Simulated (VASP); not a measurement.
# B (P4/mmm) in VASP: single point with LDA

Aim: the single point of B with LDA.

Everything below comes from runs of VASP 6.6.1. Logs are shortened: lines on timing, memory, paths and dates and some standing lists are left out, and cuts for length are marked.

### 1 The cell of the first run

The structure is tetragonal, space group P4/mmm (No. 123). The conventional cell has a = 3.937 Å, b = 3.937 Å, c = 2.372 Å, α = 90.00°, β = 90.00°, γ = 90.00°. Within 3.1 Å of B (site symmetry 4/mmm) lie 2 B at 2.37 Å.

### 2 Single point, LDA

File INCAR:

```
SYSTEM = B
PREC     = Accurate       ! precision mode
ENCUT    = 520            ! plane-wave cutoff, eV
EDIFF    = 1E-6           ! SCF threshold, eV
ISMEAR   = -1             ! smearing method
SIGMA    = 0.15           ! smearing width, eV
LREAL    = .False.        ! projectors in reciprocal space
LASPH    = .True.         ! aspherical terms in the spheres
NELM     = 100            ! most SCF steps
ALGO     = Normal         ! electronic algorithm
ISIF     = 2              ! what is computed and relaxed
LWAVE    = .False.        ! write WAVECAR
LCHARG   = .False.        ! write CHGCAR
NBANDS   = 10             ! bands
```

File KPOINTS:

```
regular mesh
0
Gamma
  6 6 6
  0 0 0
```

File POSCAR:

```
B
1.0
   -2.7840000000      2.7840000000      2.3720000000
    2.7840000000     -2.7840000000      2.3720000000
    2.7840000000      2.7840000000     -2.3720000000
B
2
Direct
    0.2500000000      0.2500000000      0.0000000000
    0.7500000000      0.7500000000      0.0000000000
```

Potentials or basis: VASP PAW LDA potentials, release 64 (B).

Started as:

```console
cat potpaw_LDA.64/B/POTCAR > POTCAR
mpirun -np 1 vasp_std > vasp.out
```

OUTCAR:

```text
SYSTEM = B
   PREC = Accurate
   ENCUT = 520
   EDIFF = 1E-6
   ISMEAR = -1
   LREAL = .False.
   LASPH = .True.
   NELM = 100
   ISIF = 2

 ion  position               nearest neighbor table
   1  0.250  0.250  0.000-
   2  0.750  0.750  0.000-

  LATTYP: Found a body centered tetragonal cell.
 ALAT       =     5.5680000000
 C/A-ratio  =     0.8520114943

  Lattice vectors:

 A1 = (  -2.7840000000,   2.7840000000,   2.3720000000)
 A2 = (   2.7840000000,  -2.7840000000,   2.3720000000)
 A3 = (   2.7840000000,   2.7840000000,  -2.3720000000)

Analysis of symmetry for initial positions (statically):
=====================================================================
 Subroutine PRICEL returns following result:

  LATTYP: Found a simple tetragonal cell.
 ALAT       =     3.9371705576
 C/A-ratio  =     0.6024631052

  Lattice vectors:

 A1 = (   2.7840000000,  -2.7840000000,   0.0000000000)
 A2 = (   2.7840000000,   2.7840000000,   0.0000000000)
 A3 = (   0.0000000000,   0.0000000000,   2.3720000000)

   2 primitive cells build up your supercell.

 Routine SETGRP: Setting up the symmetry group for a
 body centered tetragonal supercell.

 Subroutine GETGRP returns: Found 16 space group operations
 (whereof 16 operations were pure point group operations)
 out of a pool of 16 trial point group operations.

The static configuration has the point symmetry D_4h.

Analysis of symmetry for dynamics (positions and initial velocities):
=====================================================================
 Subroutine PRICEL returns following result:

  LATTYP: Found a simple tetragonal cell.
 ALAT       =     3.9371705576
 C/A-ratio  =     0.6024631052

  Lattice vectors:

 A1 = (   2.7840000000,  -2.7840000000,   0.0000000000)
 A2 = (   2.7840000000,   2.7840000000,   0.0000000000)
 A3 = (   0.0000000000,   0.0000000000,   2.3720000000)

   2 primitive cells build up your supercell.

 Routine SETGRP: Setting up the symmetry group for a
 body centered tetragonal supercell.

 Subroutine GETGRP returns: Found 16 space group operations
 (whereof 16 operations were pure point group operations)
 out of a pool of 16 trial point group operations.

The dynamic configuration has the point symmetry D_4h.

 Subroutine INISYM returns: Found 16 space group operations
 (whereof 16 operations are pure point group operations),
 and found     2 'primitive' translations

----------------------------------------------------------------------------------------

                                     Primitive cell

  volume of cell :      36.7691

  direct lattice vectors                    reciprocal lattice vectors
     2.784000000 -2.784000000  0.000000000     0.179597701 -0.179597701  0.000000000
     2.784000000  2.784000000  0.000000000     0.179597701  0.179597701  0.000000000
     0.000000000  0.000000000  2.372000000     0.000000000  0.000000000  0.421585160

  length of vectors
     3.937170558  3.937170558  2.372000000     0.253989505  0.253989505  0.421585160

  position of ions in fractional coordinates (direct lattice)
     0.000000000  0.000000000  0.500000000

  ion indices of the primitive-cell ions
   primitive index   ion index
                 1           1

----------------------------------------------------------------------------------------

 KPOINTS: regular mesh

Automatic generation of k-mesh.
 Grid dimensions read from file:
 generate k-points for:    6    6    6

 Generating k-lattice:

  Cartesian coordinates                     Fractional coordinates (reciprocal lattice)
     0.000000000  0.029932950  0.035132097     0.166666667  0.000000000  0.000000000
     0.029932950  0.000000000  0.035132097     0.000000000  0.166666667  0.000000000
     0.029932950  0.029932950  0.000000000     0.000000000  0.000000000  0.166666667

  Length of vectors
     0.046154585  0.046154585  0.042331584

  Shift w.r.t. Gamma in fractional coordinates (k-lattice)
     0.000000000  0.000000000  0.000000000

 Subroutine IBZKPT returns following result:
 ===========================================

 Found     30 irreducible k-points:

 Following reciprocal coordinates:
            Coordinates               Weight
  0.000000  0.000000  0.000000      1.000000
  0.166667  0.000000 -0.000000      8.000000
  0.333333  0.000000 -0.000000      8.000000
  0.500000  0.000000 -0.000000      4.000000
  0.166667  0.166667 -0.000000      8.000000
  0.333333  0.166667 -0.000000     16.000000
[... 16 lines left out ...]
 -0.333333 -0.333333  0.166667      8.000000
 -0.166667 -0.333333  0.166667      8.000000
 [... further k-points ...]
   k-points           NKPTS =     30   k-points in BZ     NKDIM =     30   number of bands    NBANDS=     10
   number of dos      NEDOS =    301   number of ions     NIONS =      2
   total plane-waves  NPLWV =  46656
   dimension x,y,z NGX =    36 NGY =   36 NGZ =   36
   dimension x,y,z NGXF=    72 NGYF=   72 NGZF=   72
   ions per type =               2
   NGX,Y,Z   is equivalent  to a cutoff of  13.02, 13.02, 13.02 a.u.
   NGXF,Y,Z  is equivalent  to a cutoff of  26.04, 26.04, 26.04 a.u.
 SYSTEM =  B
   PREC   = accura    normal or accurate (medium, high low for compatibility)
   ISTART =      0    job   : 0-new  1-cont  2-samecut
   ICHARG =      2    charge: 1-file 2-atom 10-const
   ISPIN  =      1    spin polarized calculation?
   LNONCOLLINEAR =      F non collinear calculations
   LSORBIT =      F    spin-orbit coupling
   LASPH  =      T    aspherical Exc in radial PAW
   ENCUT  =  520.0 eV  38.22 Ry    6.18 a.u.   8.55  8.55  8.55*2*pi/ulx,y,z
   NELM   =    100;   NELMIN=  2; NELMDL= -5     # of ELM steps
   EDIFF  = 0.1E-05   stopping-criterion for ELM
   LREAL  =      F    real-space projection
   EDIFFG = 0.1E-04   stopping-criterion for IOM
   NSW    =      0    number of steps for IOM
   IBRION =     -1    ionic relax: 0-MD 1-quasi-New 2-CG
   NFREE  =      0    steps in history (QN), initial steepest desc. (CG)
   ISIF   =      2    stress and relaxation
   ISYM   =      2    0-nonsym 1-usesym 2-fastsym
   POTIM  = 0.5000    time-step for ionic-motion
   TEBEG  =    0.0;   TEEND  =   0.0 temperature during run
   PSTRESS=    0.0 pullay stress
   NELECT =       6.0000    total number of electrons
   NUPDOWN=      -1.0000    fix difference up-down
   EMIN   =  10.00;   EMAX   =-10.00  energy-range for DOS
   EFERMI =   0.00;   METHOD = LEGACY
   ISMEAR =    -1;   SIGMA  =   0.15  broadening in eV -4-tet -1-fermi 0-gaus
   EFERMI_NEDOS =   21; number of points for ismear=-14 and -15
   IALGO  =     38    algorithm
   IMIX   =      4    mixing-type and parameters
     AMIX     =   0.40;   BMIX     =  1.00
     AMIX_MAG =   1.60;   BMIX_MAG =  1.00
  volume/ion in A,a.u.               =      36.77       248.13
  Fermi-wavevector in a.u.,A,eV,Ry     =   0.710048  1.341796  6.859619  0.504168
  Thomas-Fermi vector in A             =   1.796791
   LORBIT       =      0    0 simple, 1 ext, 2 COOP (PROOUT), +10 PAW based schemes
   GGA     = CA    functional components
   LHFCALC =     F    Hartree Fock is set to
   AEXX    =    0.0000 exact exchange contribution
   IVDW    =     0    specifies the selected vdW correction
   LEPSILON=     F    determine dielectric tensor
   LRPA    =     F    only Hartree local field effects (RPA)
 non-spin polarized calculation
  energy-cutoff  :      520.00
  volume of cell :       73.54
 maximum number of plane-waves:      1999
 NGX is ok and might be reduce to    36
   NGX = 17   NGY = 17   NGZ = 17

 number of electron       5.9999999 magnetization

 Free energy of the ion-electron system (eV)
  ---------------------------------------------------
  ext. energy  EPLUGINS =         0.00000000
  ---------------------------------------------------
  free energy    TOTEN  =        -5.20513257 eV

  energy without entropy =       -5.02495149  energy(sigma->0) =       -5.11504203

 E-fermi :  -2.3215     XC(G=0):  -6.2709

 val. band max:       -2.3406649877   @ k =  -0.3333   0.5000   0.1667
 cond. band min:      -2.2393635559   @ k =  -0.1667   0.5000   0.1667
 fundamental gap:      0.1013014318
 Fermi energy:        -2.3215202906

 k-point     1 :       0.0000    0.0000    0.0000
  band No.  band energies     occupation
      1      -9.3525      2.00000
      2      -3.8630      1.99993
      3      -3.4126      1.99861
      4      -1.4384      0.00553
      5      -1.4384      0.00553
      6       0.4606      0.00000
      7       0.4606      0.00000
      8       2.9524      0.00000
      9       5.9029      0.00000
     10       5.9894      0.00000

 k-point     2 :       0.1667    0.0000   -0.0000
  band No.  band energies     occupation
      1      -9.1526      2.00000
      2      -5.1484      2.00000
      3      -1.9904      0.19814
      4      -1.5070      0.00872
      5      -1.4440      0.00574
      6       0.1034      0.00000
      7       0.1151      0.00000
      8       3.4104      0.00000
      9       5.3537      0.00000
     10       6.3400      0.00000

 k-point     3 :       0.3333    0.0000   -0.0000
  band No.  band energies     occupation
      1      -8.5707      2.00000
      2      -6.4919      2.00000
      3      -1.5254      0.00986
      4      -1.3760      0.00365
      5      -0.6974      0.00004
      6      -0.5498      0.00001
      7      -0.1416      0.00000
      8       3.5306      0.00000
      9       4.7881      0.00000
     10       6.4433      0.00000
[... 248 lines left out ...]
 k-point    23 :      -0.3333   -0.3333    0.1667
  band No.  band energies     occupation
      1      -8.0297      2.00000
      2      -6.9516      2.00000
      3      -2.5814      1.69952
      4      -2.0487      0.27923
      5      -0.5304      0.00001
      6       0.0065      0.00000
      7       0.4862      0.00000
      8       3.7877      0.00000
      9       4.2372      0.00000
     10       5.9462      0.00000

 k-point    24 :      -0.1667   -0.3333    0.1667
  band No.  band energies     occupation
      1      -7.9953      2.00000
      2      -7.2979      2.00000
      3      -1.6777      0.02699
      4      -1.6411      0.02121
      5      -0.4727      0.00001
      6      -0.4144      0.00001
      7       1.5186      0.00000
      8       1.8559      0.00000
      9       4.8033      0.00000
     10       4.8730      0.00000

 [... further k-points ...]

------------------------ aborting loop because EDIFF is reached ----------------------------------------

  FORCE on cell =-STRESS in cart. coord.  units (eV):
  Direction    XX          YY          ZZ          XY          YZ          ZX
  --------------------------------------------------------------------------------------
  -------------------------------------------------------------------------------------
  Total       -1.7995266     -1.7995266    -10.6807987      0.0000000      0.0000000      0.0000000
  in kB      -39.2062866    -39.2062866   -232.7025679      0.0000000      0.0000000      0.0000000
  external PRESSURE =    -103.7050470 kB  Pullay stress =       0.0000000 kB

 VOLUME and BASIS-vectors are now :
 -----------------------------------------------------------------------------
  energy-cutoff  :      520.00
  volume of cell :       73.54
      direct lattice vectors                 reciprocal lattice vectors
    -2.784000000  2.784000000  2.372000000     0.000000000  0.179597701  0.210792580
     2.784000000 -2.784000000  2.372000000     0.179597701  0.000000000  0.210792580
     2.784000000  2.784000000 -2.372000000     0.179597701  0.179597701  0.000000000

 POSITION                                       TOTAL-FORCE (eV/Angst)
 -----------------------------------------------------------------------------------
      0.00000      0.00000      1.18600         0.000000      0.000000      0.000000
      0.00000      0.00000      3.55800        -0.000000     -0.000000     -0.000000
 -----------------------------------------------------------------------------------
    total drift:                                0.000000     -0.000000      0.000000

  FREE ENERGIE OF THE ION-ELECTRON SYSTEM (eV)
  ---------------------------------------------------
  free  energy   TOTEN  =        -5.2051325708 eV

  energy  without entropy=       -5.0249514897  energy(sigma->0) =       -5.11504203
```

Wall time 12 s (1 thread of Intel Xeon 8259CL, shared host); peak memory 0.16 GiB.

Results:

- Free energy: -5.2051 eV
- Pressure: -10.4 GPa
- Band gap on the k mesh: zero (bands 3 and 4 overlap by 2.68 eV)

Levels at points of the mesh, in eV from the Fermi level:
| k point | band 1 | band 2 | band 3 | band 4 | band 5 | band 6 | band 7 |
| --- | --- | --- | --- | --- | --- | --- | --- |
| (0.00, 0.00, 0.00) | -7.03 | -1.54 | -1.09 | 0.88 | 0.88 | 2.78 | 2.78 |
| (0.50, 0.00, 0.00) | -5.34 | -5.34 | 1.07 | 1.07 | 1.23 | 1.23 | 4.03 |
| (0.50, 0.50, 0.00) | -6.56 | -1.74 | -1.46 | -1.26 | 1.12 | 2.52 | 3.83 |
| (0.50, 0.50, 0.50) | -6.14 | -1.97 | -1.87 | -0.71 | -0.71 | 3.71 | 3.71 |

Caveat: the cell stands under tension.
